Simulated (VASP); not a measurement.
Crystal: In5Sb.

```
CELL_PARAMETERS angstrom
0.00000 4.21592 4.21592
4.21592 0.00000 4.21592
4.21592 4.21592 0.00000
ATOMIC_POSITIONS crystal
In 0.37522 0.87435 0.37522
In 0.37522 0.37522 0.37522
In 0.75000 0.75000 0.75000
In 0.87435 0.37522 0.37522
In 0.37522 0.37522 0.87435
Sb 0.00000 0.00000 0.00000
```

The cell was generated, and may not be a known phase.

| Property | Result |
| --- | --- |
| Program | VASP 6.6.1 |
| Task | relaxation of cell and atoms |
| Functional | PBE |
| Potentials or basis | VASP PAW PBE potentials, release 64 (In_d, Sb) |
| Cutoff | 600 eV |
| k mesh | 4 × 4 × 4 |
| Occupations | gaussian, width 0.1 eV |
| Spin | no spin polarisation |

At the start: pressure 7.9 GPa; volume 24.98 Å³/atom.

Problem. Where does the relaxation end?

Solution. Over 3 steps the energy falls by 90.3 meV/atom and the volume is 29.30 Å³/atom (+17.3 %); space group F-43m (No. 216, to 0.1 Å) before and after.

The path:
```
step  energy change (eV)  largest force (eV/Å)  pressure (GPa)  volume (Å³)
   1              0.0000                0.0716            7.90       149.87
   2             -0.5394                0.0206           -0.39       178.20
   3             -0.5420                0.0231            0.03       175.79
```

Final structure:
```
In Sb
1.0
     0.00000    4.44618    4.44618
     4.44618    0.00000    4.44618
     4.44618    4.44618    0.00000
In Sb
5 1
Direct
  0.37500 0.87500 0.37500
  0.37500 0.37500 0.37500
  0.75000 0.75000 0.75000
  0.87500 0.37500 0.37500
  0.37500 0.37500 0.87500
  0.00000 0.00000 0.00000
```

Caveat: the volume moved by over 15 % at a fixed basis, so the end points are rough.
